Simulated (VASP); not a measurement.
SrCl2, 3 atoms in the cell. Symmetry: Fm-3m, No. 225, cubic system. The conventional cell has a = 6.995 Å, b = 6.995 Å, c = 6.995 Å, α = 90.00°, β = 90.00°, γ = 90.00°. Sr (site symmetry m-3m) has 8 Cl at 3.03 Å within 4.0 Å. Within 4.0 Å of Cl (site symmetry -43m) lie 4 Sr at 3.03 Å and 6 Cl at 3.50 Å. 

| Quantity | Value |
| --- | --- |
| Program | VASP 6.6.1 |
| Task | single point |
| Functional | PBE-based screened hybrid with 50 % exact exchange |
| Potentials or basis | VASP PAW PBE potentials, release 64 (Sr_sv, Cl) |
| Cutoff | 520 eV |
| k mesh | 4 × 4 × 4 |
| Occupations | gaussian, width 0.01 eV |
| Spin | no spin polarisation |
| Dipole correction | no |
| Grid for exact exchange (PRECFOCK) | Normal |
| Share of exact exchange | 0.5 |
| Further INCAR settings | ALGO = Normal; EDIFF = 1e-07; NBANDS = 19 |
| Screening parameter | 0.3 1/Å |

Potentials or basis: VASP PAW PBE potentials, release 64 (Sr_sv, Cl).

The run is started by

```bash
$ cat potpaw_PBE.64/Sr_sv/POTCAR potpaw_PBE.64/Cl/POTCAR > POTCAR
$ cp INCAR.step1 INCAR
$ mpirun -np 1 vasp_std > vasp.out
$ cp INCAR.step2 INCAR
$ mpirun -np 1 vasp_std > vasp.out
```

Hardware: 1 thread of Intel(R) Xeon(R) Platinum 8259CL CPU @ 2.50GHz (Skylake/Cascade Lake), on a shared host.

Task: Estimate the wall time of this run.

Result: It took 23 min on 1 thread of Intel(R) Xeon(R) Platinum 8259CL CPU @ 2.50GHz (Skylake/Cascade Lake), on a shared host, peak memory 0.35 GiB. Counts: k points 8.
